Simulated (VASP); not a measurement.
Wanted: the native input for a VASP 6.6.1 run.

```yaml
Task: single point
Functional: PBEsol
Potentials_or_basis: VASP PAW PBE potentials, release 64 (Ti_sv, O)
Cutoff: 520 eV
k_mesh: 8 × 8 × 10
Occupations: gaussian, width 0.05 eV
Spin: no spin polarisation
Dipole_correction: no
Further_INCAR_settings: ALGO = Normal; EDIFF = 1e-06; NBANDS = 33
```

The structure of TiO2 lies in POSCAR:

```
TiO2
1.0
    4.8468294830      0.0000000000      0.0000000000
    0.0000000000      4.8468294830      0.0000000000
    0.0000000000      0.0000000000      2.6372096292
Ti O
2 4
Direct
    0.0000000000      0.0000000000      0.0000000000
    0.5000000000      0.5000000000      0.5000000000
    0.3044387440      0.3044387440      0.0000000000
    0.1955612560      0.8044387440      0.5000000000
    0.6955612560      0.6955612560      0.0000000000
    0.8044387440      0.1955612560      0.5000000000
```

This cell differs from its parent crystal: ratio of the length along z to the lengths across it x 0.85, volume and fractional coordinates fixed.

These files were run (other wordings do the same):

INCAR

```
PREC = Accurate
ENCUT = 520
EDIFF = 1E-6
ISMEAR = 0
SIGMA = 0.05
LREAL = F
LASPH = T
NELM = 60
ALGO = Normal
ISIF = 2
LWAVE = F
LCHARG = F
GGA = PS
NBANDS = 33
```

KPOINTS

```
Automatic mesh
0
Gamma
  8 8 10
```

Potentials or basis: VASP PAW PBE potentials, release 64 (Ti_sv, O).

The run is started by

```console
$ cat potpaw_PBE.64/Ti_sv/POTCAR potpaw_PBE.64/O/POTCAR > POTCAR
$ mpirun -np 1 vasp_std > vasp.out
```

It gave:

- Pressure: 11.6 GPa
- Largest force: 0.320 eV/Å
- Band gap on the k mesh: 1.54 eV, indirect (least direct gap 1.56 eV)

Caveat: the PAW data sets were made with another functional, which shifts forces and pressure a little.

Run time: 2.6 min on 1 thread of Intel Xeon 6975P-C, on a shared host, peak memory 0.27 GiB.
